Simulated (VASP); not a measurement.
Set up this calculation in VASP 6.6.1, as the native input.

```
Task                   : single point
Functional             : PBE
Potentials or basis    : VASP PAW PBE potentials, release 64 (Rh_pv)
Cutoff                 : 520 eV
k mesh                 : 22 × 22 × 22
Occupations            : gaussian, width 0.15 eV
Spin                   : no spin polarisation
Dipole correction      : no
Further INCAR settings : ALGO = Normal; EDIFF = 1e-06; NBANDS = 14
```

The structure of Rh lies in POSCAR:

```
Rh
1.0
    0.0000000000      1.8064725000      1.8064725000
    1.8064725000      0.0000000000      1.8064725000
    1.8064725000      1.8064725000      0.0000000000
Rh
1
Direct
    0.0000000000      0.0000000000      0.0000000000
```

This cell differs from its parent crystal: strain -0.050 along x and y, -0.050 along z.

One way to write it, as run:

INCAR

```
SYSTEM = Rh
PREC     = Accurate       ! precision mode
ENCUT    = 520            ! plane-wave cutoff, eV
EDIFF    = 1E-6           ! SCF threshold, eV
ISMEAR   = 0              ! smearing method
SIGMA    = 0.15           ! smearing width, eV
LREAL    = .FALSE.        ! projectors in reciprocal space
LASPH    = .TRUE.         ! aspherical terms in the spheres
NELM     = 60             ! most SCF steps
ALGO     = Normal         ! electronic algorithm
ISIF     = 2              ! what is computed and relaxed
LWAVE    = .FALSE.        ! write WAVECAR
LCHARG   = .TRUE.         ! write CHGCAR
GGA      = PE             ! functional
LELF     = .TRUE.         ! ELF
LVHAR    = .TRUE.       
NBANDS   = 14             ! bands
```

KPOINTS

```
regular mesh
0
G
  22 22 22
  0 0 0
```

Potentials or basis: VASP PAW PBE potentials, release 64 (Rh_pv).

Command:

```console
$ cat potpaw_PBE.64/Rh_pv/POTCAR > POTCAR
$ mpirun -np 1 vasp_std > vasp.out
```

It gave:

```yaml
Pressure: 70.6 GPa
Band_gap_on_the_k_mesh: zero (an odd number of electrons rules out a gap without spin polarisation)
```

Caveat: the cell differs from its parent crystal (strain -0.050 along x and y, -0.050 along z); the cell stands under pressure.

Run time: 31 s on 1 thread of Intel(R) Xeon(R) Platinum 8375C CPU @ 2.90GHz (Ice Lake) (shared host), peak memory 0.16 GiB.
